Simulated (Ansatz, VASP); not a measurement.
**C in VASP and in Ansatz**

```xyz
2
Lattice="1.2325 0.7116 3.3609 -1.2325 0.7116 3.3609 0.0000 -1.4231 3.3609" Properties=species:S:1:pos:R:3 pbc="T T T"
C     0.0000   -0.0150    1.7748
C     0.0000    0.0150    8.3081
```

Change from the starting cell: mode 4 frozen in at +0.095 Å and mode 6 at -0.015 Å (largest displacements).

Alike in both runs: task single point; functional PBE; dispersion D3(BJ); k mesh 15 × 15 × 15; occupations gaussian, width 0.05 eV; no spin polarisation.

|  | VASP | Ansatz |
| --- | --- | --- |
| version | VASP 6.6.1 | Ansatz 0.2.0 |
| potentials or method | VASP PAW PBE potentials, release 64 (C), cutoff 520 eV | scalar-relativistic, plane waves, PAW |
| valence electrons in the cell | 8 | 8 |

```csv
,VASP,Ansatz,Ansatz less VASP
gap on the k mesh at the Fermi level (eV),none,none,-
least direct gap on the mesh (eV),0.00,0.00,+0.001
pressure (GPa),-1.1,-1.6,-0.46
"traceless stress, the component that is largest in VASP (GPa)",4.55,4.24,-0.313
rms of the force components (eV/Å),2.018,2.024,+0.0056
```

Atom by atom the forces differ by 0.008 eV/Å (rms over components). A gap of «none» marks a metal or a gap that the smearing closes.

A gap of «none» marks a metal or a gap under the smearing width.
